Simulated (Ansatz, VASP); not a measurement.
**One calculation of Re, two programs**

```
CELL_PARAMETERS angstrom
2.76639 0.00000 0.00000
-1.38319 2.39576 0.00000
0.00000 0.00000 9.11762
ATOMIC_POSITIONS crystal
Re 0.66667 0.33333 0.75000
Re 0.00000 0.00000 0.50000
Re 0.33333 0.66667 0.25000
Re 0.00000 0.00000 0.00000
```

Alike in both runs: functional PBE; k mesh 9 × 9 × 3; occupations fermi-dirac, width 0.05 eV; no spin polarisation.

```csv
,VASP,Ansatz
version,VASP 6.6.1,Ansatz 0.2.0
potentials or method,"VASP PAW PBE potentials, release 64 (Re)",Ansatz PAW
plane-wave cutoff (eV),520,420
valence electrons in the cell,28,60
task,single point,band structure
```

```tsv
	VASP	Ansatz	Ansatz less VASP
gap on the k mesh at the Fermi level (eV)	none	none	-
pressure (GPa)	-4.2	-3.6	+0.55
traceless stress, the component that is largest in VASP (GPa)	-7.77	-7.83	-0.054
```

A gap of «none» marks a metal or a gap that the smearing closes. VASP's potentials hold 28 valence electrons a cell and Ansatz's 60, so a difference there can come from the potentials and not from the codes.

Spin-orbit coupling is off throughout.
